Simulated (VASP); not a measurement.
Wanted: the native input for a VASP 6.6.1 run.

* Task: single point
* Functional: BLYP
* Potentials or basis: VASP PAW PBE potentials, release 64 (P)
* Cutoff: 520 eV
* k mesh: 15 × 15 × 15
* Occupations: fermi-dirac, width 0.1 eV
* Spin: no spin polarisation
* Dipole correction: no
* Further INCAR settings: ALGO = Normal; EDIFF = 1e-07; NBANDS = 8

The structure of P lies in POSCAR:

```
P
1.0
    0.0000000000      1.9469346663      1.9469346663
    1.9469346663      0.0000000000      1.9469346663
    1.9469346663      1.9469346663      0.0000000000
P
1
Direct
    0.0000000000      0.0000000000      0.0000000000
```

This cell differs from its parent crystal: volume scaled by 0.88.

One way to write it, as run:

INCAR

```
PREC     = Accurate       # precision mode
ENCUT    = 520            # plane-wave cutoff, eV
EDIFF    = 1E-7           # SCF threshold, eV
ISMEAR   = -1             # smearing method
SIGMA    = 0.1            # smearing width, eV
LREAL    = F              # projectors in reciprocal space
LASPH    = T              # aspherical terms in the spheres
NELM     = 100            # most SCF steps
ALGO     = Normal         # electronic algorithm
ISIF     = 2              # what is computed and relaxed
LWAVE    = F              # write WAVECAR
LCHARG   = F              # write CHGCAR
GGA      = B5             # functional
ALDAX    = 1.0          
AGGAX    = 1.0          
AGGAC    = 1.0          
ALDAC    = 0.0          
NBANDS   = 8              # bands
```

KPOINTS

```
regular mesh
0
Gamma
  15 15 15
```

Potentials or basis: VASP PAW PBE potentials, release 64 (P).

Launch:

```sh
$ cat potpaw_PBE.64/P/POTCAR > POTCAR
$ mpirun -np 1 vasp_std > vasp.out
```

Results of the run:

```
Pressure : 11.1 GPa
```

Caveat: the PAW data sets were made with another functional, which shifts forces and pressure a little.

Run time: 11 s on 1 thread of Intel(R) Xeon(R) Platinum 8259CL CPU @ 2.50GHz (Skylake/Cascade Lake), with other jobs on the host, peak memory 0.12 GiB.
